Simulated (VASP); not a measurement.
Set up this calculation in VASP 6.6.1, as the native input.

```yaml
Task: single point
Functional: PBE
Potentials_or_basis: VASP PAW PBE potentials, release 64 (Fe, Al)
Cutoff: 520 eV
k_mesh: 1 × 1 × 1
Occupations: fermi-dirac, width 0.1 eV
Spin: collinear spin, antiferromagnetic start
Starting_moments: "[4.0, -4.0, -4.0, 4.0, 0.0, 0.0, 0.0, 0.0] μB"
Dipole_correction: no
Further_INCAR_settings: ALGO = Normal; EDIFF = 1e-06; NBANDS = 36
```

The structure of AlFe lies in POSCAR:

```
AlFe
1.0
    6.1952055240      0.0000000000      0.0000000000
    0.0000000000      6.1952055240      0.0000000000
    0.0000000000      0.0000000000      3.0976027620
Fe Al
4 4
Direct
    0.0054509800     -0.0034117650      0.0241960780
   -0.0087450980      0.5067843140      0.0289019610
    0.5092156860      0.0045882350      0.0275686270
    0.4958823530      0.4955686270      0.0131372550
    0.2541960780      0.2529411760      0.5278823530
    0.2549019610      0.7532549020      0.5187058820
    0.7456470590      0.2463529410      0.5292941180
    0.7403921570      0.7504313730      0.5258431370
```

These files were run (other wordings do the same):

INCAR

```
SYSTEM = AlFe
ALGO = Normal
EDIFF = 1E-6
ENCUT = 520
GGA = PE
ISIF = 2
ISMEAR = -1
ISPIN = 2
LASPH = .TRUE.
LCHARG = .FALSE.
LMAXMIX = 4
LORBIT = 11
LREAL = .FALSE.
LWAVE = .FALSE.
MAGMOM = 4 -4 -4 4 0 0 0 0
NBANDS = 36
NELM = 150
PREC = Accurate
SIGMA = 0.1
```

KPOINTS

```
k-points
0
G
  1 1 1
  0 0 0
```

Potentials or basis: VASP PAW PBE potentials, release 64 (Fe, Al).

Run with:

```console
$ cat potpaw_PBE.64/Fe/POTCAR potpaw_PBE.64/Al/POTCAR > POTCAR
$ mpirun -np 1 vasp_gam > vasp.out
```

Results of the run:

```yaml
Pressure: -15.5 GPa
Largest_force: 0.414 eV/Å
Band_gap_on_the_k_mesh: 0.15 eV
Net_moment: 0.38 μB per cell
Site_moments: Fe +2.61, -2.63, -2.02, +2.42; Al -0.00, +0.00 μB
Valence_electrons_inside_the_program's_atomic_spheres: Fe 7.01, 7.00, 7.11, 7.08; Al 0.75, 0.76
```

Caveat: the k points lie up to 2.03 Å⁻¹ apart.

Run time: 48 s on 1 thread of Intel(R) Xeon(R) 6975P-C (Granite Rapids), on a shared host, peak memory 0.25 GiB.
